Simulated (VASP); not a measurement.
# MgI2 (P-3m1) in VASP: notebook

Aim: see how the results for MgI2 move with the level of theory and the settings. Levels: PBE+D4, r2SCAN+rVV10. Tasks: single point, relaxation of cell and atoms.

Program: VASP 6.6.1. These are calculated values, not measurements. Logs are shortened: lines on timing, memory, paths and dates and some standing lists are left out, and cuts for length are marked.

## 1. The cell of the first run

It takes space group P-3m1 (No. 164, trigonal). The conventional cell has a = 4.133 Å, b = 4.133 Å, c = 6.840 Å, α = 90.00°, β = 90.00°, γ = 120.00°. Within 3.8 Å of Mg (site symmetry -3m) lie 6 I at 2.92 Å. I (site symmetry 3m) has 3 Mg at 2.92 Å within 3.8 Å.

## 2. Single point, PBE+D4

File INCAR:

```
PREC = Accurate
ENCUT = 520
EDIFF = 1E-6
ISMEAR = -1
SIGMA = 0.02
LREAL = False
LASPH = True
NELM = 100
ALGO = Normal
ISIF = 2
LWAVE = False
LCHARG = True
GGA = PE
IVDW = 13
LELF = True
LVHAR = True
NBANDS = 15
```

File KPOINTS:

```
regular mesh
0
Gamma
  6 6 4
```

File POSCAR:

```
MgI2
1.0
    4.1325732582      0.0000000000      0.0000000000
   -2.0662866291      3.5789134246      0.0000000000
    0.0000000000      0.0000000000      6.8396225081
Mg I
1 2
Direct
    0.0000000000      0.0000000000      0.0000000000
    0.3333333333      0.6666666667      0.2448479826
    0.6666666667      0.3333333333      0.7551520174
```

Potentials or basis: VASP PAW PBE potentials, release 64 (Mg, I).

Command:

```sh
cat potpaw_PBE.64/Mg/POTCAR potpaw_PBE.64/I/POTCAR > POTCAR
mpirun -np 1 vasp_std > vasp.out
```

OUTCAR:

```text
PREC = Accurate
   ENCUT = 520
   EDIFF = 1E-6
   ISMEAR = -1
   LREAL = False
   LASPH = True
   NELM = 100
   ISIF = 2
   GGA = PE
   IVDW = 13

 ion  position               nearest neighbor table
   1  0.000  0.000  0.000-   2 2.92   3 2.92   2 2.92   3 2.92   3 2.92   2 2.92
   2  0.333  0.667  0.245-   1 2.92   1 2.92   1 2.92
   3  0.667  0.333  0.755-   1 2.92   1 2.92   1 2.92

  LATTYP: Found a hexagonal cell.
 ALAT       =     4.1325732582
 C/A-ratio  =     1.6550517270

  Lattice vectors:

 A1 = (   4.1325732582,   0.0000000000,   0.0000000000)
 A2 = (  -2.0662866291,   3.5789134246,   0.0000000000)
 A3 = (   0.0000000000,   0.0000000000,   6.8396225081)

Analysis of symmetry for initial positions (statically):
=====================================================================
 Subroutine PRICEL returns:
 Original cell was already a primitive cell.

 Routine SETGRP: Setting up the symmetry group for a
 hexagonal supercell.

 Subroutine GETGRP returns: Found 12 space group operations
 (whereof 12 operations were pure point group operations)
 out of a pool of 24 trial point group operations.

The static configuration has the point symmetry D_3d.

Analysis of symmetry for dynamics (positions and initial velocities):
=====================================================================
 Subroutine PRICEL returns:
 Original cell was already a primitive cell.

 Routine SETGRP: Setting up the symmetry group for a
 hexagonal supercell.

 Subroutine GETGRP returns: Found 12 space group operations
 (whereof 12 operations were pure point group operations)
 out of a pool of 24 trial point group operations.

The dynamic configuration has the point symmetry D_3d.

 Subroutine INISYM returns: Found 12 space group operations
 (whereof 12 operations are pure point group operations),
 and found     1 'primitive' translations

----------------------------------------------------------------------------------------

                                     Primitive cell

  volume of cell :     101.1589

  direct lattice vectors                    reciprocal lattice vectors
     4.132573258  0.000000000  0.000000000     0.241979981  0.139707207  0.000000000
    -2.066286629  3.578913425  0.000000000     0.000000000  0.279414415  0.000000000
     0.000000000  0.000000000  6.839622508     0.000000000  0.000000000  0.146206899

  length of vectors
     4.132573258  4.132573258  6.839622508     0.279414415  0.279414415  0.146206899

  position of ions in fractional coordinates (direct lattice)
     0.000000000  0.000000000  0.000000000
     0.333333333  0.666666667  0.244847983
     0.666666667  0.333333333  0.755152017

  ion indices of the primitive-cell ions
   primitive index   ion index
                 1           1
                 2           2
                 3           3

----------------------------------------------------------------------------------------

 KPOINTS: regular mesh

Automatic generation of k-mesh.
 Grid dimensions read from file:
 generate k-points for:    6    6    4

 Generating k-lattice:

  Cartesian coordinates                     Fractional coordinates (reciprocal lattice)
     0.040329997  0.023284535  0.000000000     0.166666667  0.000000000  0.000000000
     0.000000000  0.046569069  0.000000000     0.000000000  0.166666667  0.000000000
     0.000000000  0.000000000  0.036551725     0.000000000  0.000000000  0.250000000

  Length of vectors
     0.046569069  0.046569069  0.036551725

  Shift w.r.t. Gamma in fractional coordinates (k-lattice)
     0.000000000  0.000000000  0.000000000

 Subroutine IBZKPT returns following result:
 ===========================================

 Found     24 irreducible k-points:

 Following reciprocal coordinates:
            Coordinates               Weight
  0.000000  0.000000  0.000000      1.000000
  0.166667  0.000000  0.000000      6.000000
  0.333333  0.000000  0.000000      6.000000
  0.500000  0.000000  0.000000      3.000000
  0.166667  0.166667  0.000000      6.000000
  0.333333  0.166667  0.000000     12.000000
[... 16 lines left out ...]
  0.333333  0.166667  0.500000     12.000000
  0.333333  0.333333  0.500000      2.000000
   k-points           NKPTS =     24   k-points in BZ     NKDIM =     24   number of bands    NBANDS=     15
   number of dos      NEDOS =    301   number of ions     NIONS =      3
   total plane-waves  NPLWV =  55296
   dimension x,y,z NGX =    32 NGY =   32 NGZ =   54
   dimension x,y,z NGXF=    64 NGYF=   64 NGZF=  108
   ions per type =               1   2
   NGX,Y,Z   is equivalent  to a cutoff of  12.87, 12.87, 13.13 a.u.
   NGXF,Y,Z  is equivalent  to a cutoff of  25.75, 25.75, 26.25 a.u.
 SYSTEM =  unknown system
   PREC   = accura    normal or accurate (medium, high low for compatibility)
   ISTART =      0    job   : 0-new  1-cont  2-samecut
   ICHARG =      2    charge: 1-file 2-atom 10-const
   ISPIN  =      1    spin polarized calculation?
   LNONCOLLINEAR =      F non collinear calculations
   LSORBIT =      F    spin-orbit coupling
   LASPH  =      T    aspherical Exc in radial PAW
   ENCUT  =  520.0 eV  38.22 Ry    6.18 a.u.   7.68  7.68 12.72*2*pi/ulx,y,z
   NELM   =    100;   NELMIN=  2; NELMDL= -5     # of ELM steps
   EDIFF  = 0.1E-05   stopping-criterion for ELM
   LREAL  =      F    real-space projection
   EDIFFG = 0.1E-04   stopping-criterion for IOM
   NSW    =      0    number of steps for IOM
   IBRION =     -1    ionic relax: 0-MD 1-quasi-New 2-CG
   NFREE  =      0    steps in history (QN), initial steepest desc. (CG)
   ISIF   =      2    stress and relaxation
   ISYM   =      2    0-nonsym 1-usesym 2-fastsym
   POTIM  = 0.5000    time-step for ionic-motion
   TEBEG  =    0.0;   TEEND  =   0.0 temperature during run
   PSTRESS=    0.0 pullay stress
   NELECT =      16.0000    total number of electrons
   NUPDOWN=      -1.0000    fix difference up-down
   EMIN   =  10.00;   EMAX   =-10.00  energy-range for DOS
   EFERMI =   0.00;   METHOD = LEGACY
   ISMEAR =    -1;   SIGMA  =   0.02  broadening in eV -4-tet -1-fermi 0-gaus
   EFERMI_NEDOS =   21; number of points for ismear=-14 and -15
   IALGO  =     38    algorithm
   IMIX   =      4    mixing-type and parameters
     AMIX     =   0.40;   BMIX     =  1.00
     AMIX_MAG =   1.60;   BMIX_MAG =  1.00
  volume/ion in A,a.u.               =      33.72       227.55
  Fermi-wavevector in a.u.,A,eV,Ry     =   0.885347  1.673063 10.664782  0.783839
  Thomas-Fermi vector in A             =   2.006368
   LORBIT       =      0    0 simple, 1 ext, 2 COOP (PROOUT), +10 PAW based schemes
   GGA     = PE    functional components
   LHFCALC =     F    Hartree Fock is set to
   AEXX    =    0.0000 exact exchange contribution
   IVDW    =    13    specifies the selected vdW correction
   LEPSILON=     F    determine dielectric tensor
   LRPA    =     F    only Hartree local field effects (RPA)
 non-spin polarized calculation
  energy-cutoff  :      520.00
  volume of cell :      101.16
 maximum number of plane-waves:      2743
 NGX is ok and might be reduce to    32
   NGX = 15   NGY = 15   NGZ = 25

 number of electron      16.0000000 magnetization

 Free energy of the ion-electron system (eV)
  ---------------------------------------------------
  ext. energy  EPLUGINS =         0.00000000
  ---------------------------------------------------
  free energy    TOTEN  =        -7.68472883 eV

  energy without entropy =       -7.68472883  energy(sigma->0) =       -7.68472883

 E-fermi :   2.8896     XC(G=0):  -8.2795

 val. band max:        2.4441661155   @ k =   0.0000   0.0000   0.0000
 cond. band min:       5.9601551442   @ k =   0.5000   0.0000   0.2500
 fundamental gap:      3.5159890287
 Fermi energy:         2.8896191378

 k-point     1 :       0.0000    0.0000    0.0000
  band No.  band energies     occupation
      1      -9.6787      2.00000
      2      -8.9536      2.00000
      3      -1.1737      2.00000
      4       2.0005      2.00000
      5       2.0005      2.00000
      6       2.3874      2.00000
      7       2.3874      2.00000
      8       2.4442      2.00000
      9       6.1713      0.00000
     10       7.2343      0.00000
     11       9.1721      0.00000
     12       9.1721      0.00000
     13       9.8928      0.00000
     14      10.6116      0.00000
     15      10.6116      0.00000

 k-point     2 :       0.1667    0.0000    0.0000
  band No.  band energies     occupation
      1      -9.5334      2.00000
      2      -8.8787      2.00000
      3      -0.9716      2.00000
      4       0.9910      2.00000
      5       1.5073      2.00000
      6       1.6852      2.00000
      7       2.3272      2.00000
      8       2.3399      2.00000
      9       7.0489      0.00000
     10       7.8613      0.00000
     11       8.6655      0.00000
     12       9.5285      0.00000
     13       9.6311      0.00000
     14      10.4309      0.00000
     15      11.0006      0.00000

 k-point     3 :       0.3333    0.0000    0.0000
  band No.  band energies     occupation
      1      -9.1860      2.00000
      2      -8.7468      2.00000
      3      -0.7637      2.00000
      4      -0.1950      2.00000
      5       0.4295      2.00000
      6       1.2369      2.00000
      7       1.9440      2.00000
      8       2.1068      2.00000
      9       6.5102      0.00000
     10       7.9076      0.00000
     11       8.3156      0.00000
     12       9.5188      0.00000
     13      10.0230      0.00000
     14      11.2241      0.00000
     15      11.5733      0.00000
[... 343 lines left out ...]
 k-point    23 :       0.3333    0.1667    0.5000
  band No.  band energies     occupation
      1      -8.8889      2.00000
      2      -8.7834      2.00000
      3      -1.0290      2.00000
      4      -0.5729      2.00000
      5       0.4871      2.00000
      6       0.8587      2.00000
      7       1.7227      2.00000
      8       1.8398      2.00000
      9       6.7271      0.00000
     10       7.9910      0.00000
     11       8.6620      0.00000
     12       9.3312      0.00000
     13       9.5628      0.00000
     14      10.6918      0.00000
     15      11.7132      0.00000

 k-point    24 :       0.3333    0.3333    0.5000
  band No.  band energies     occupation
      1      -8.7649      2.00000
      2      -8.7649      2.00000
      3      -0.7473      2.00000
      4      -0.3722      2.00000
      5      -0.3722      2.00000
      6       0.1720      2.00000
      7       1.8826      2.00000
      8       1.8826      2.00000
      9       7.2575      0.00000
     10       8.1547      0.00000
     11       8.1547      0.00000
     12       9.7302      0.00000
     13      10.8099      0.00000
     14      11.0798      0.00000
     15      11.3039      0.00000

------------------------ aborting loop because EDIFF is reached ----------------------------------------

  DFT-D4 for vdW energy calculation

  Edisp (eV):   -0.90821

  FORCE on cell =-STRESS in cart. coord.  units (eV):
  Direction    XX          YY          ZZ          XY          YZ          ZX
  --------------------------------------------------------------------------------------
  -------------------------------------------------------------------------------------
  Total      -0.03908    -0.03908    -0.03304     0.00000     0.00000    -0.00000
  in kB      -0.61889    -0.61889    -0.52326     0.00000     0.00000    -0.00000
  external pressure =       -0.59 kB  Pullay stress =        0.00 kB

 VOLUME and BASIS-vectors are now :
 -----------------------------------------------------------------------------
  energy-cutoff  :      520.00
  volume of cell :      101.16
      direct lattice vectors                 reciprocal lattice vectors
     4.132573258  0.000000000  0.000000000     0.241979981  0.139707207  0.000000000
    -2.066286629  3.578913425  0.000000000     0.000000000  0.279414415  0.000000000
     0.000000000  0.000000000  6.839622508     0.000000000  0.000000000  0.146206899

 POSITION                                       TOTAL-FORCE (eV/Angst)
 -----------------------------------------------------------------------------------
      0.00000      0.00000      0.00000         0.000000      0.000000     -0.000000
     -0.00000      2.38594      1.67467        -0.000000      0.000000     -0.010031
      2.06629      1.19297      5.16495         0.000000     -0.000000      0.010031
 -----------------------------------------------------------------------------------
    total drift:                                0.000000     -0.000000      0.000000

  FREE ENERGIE OF THE ION-ELECTRON SYSTEM (eV)
  ---------------------------------------------------
  free  energy   TOTEN  =        -8.5929400643 eV

  energy  without entropy=       -8.5929400643  energy(sigma->0) =       -8.59294006
```

Run time: 20 s. Hardware: 1 thread of AMD EPYC 9R45 (Zen 5), shared host; peak memory 0.2 GiB.

What came out:

| Property | Result |
| --- | --- |
| Free energy | -8.5929 eV |
| Pressure | -0.1 GPa |
| Largest force | 0.010 eV/Å |
| Band gap on the k mesh | 3.52 eV, indirect (least direct gap 3.73 eV) |
| Dispersion energy per atom | -0.303 eV |

Forces in eV/Å, atoms in the order of the input:
```
Mg   0.000  0.000  0.000
I    0.000  0.000 -0.010
I    0.000  0.000  0.010
```

Caveat: spin-orbit coupling is left out, which moves the levels of the heavy elements. A k mesh can miss the band edges.

[end of part 1 of 2]
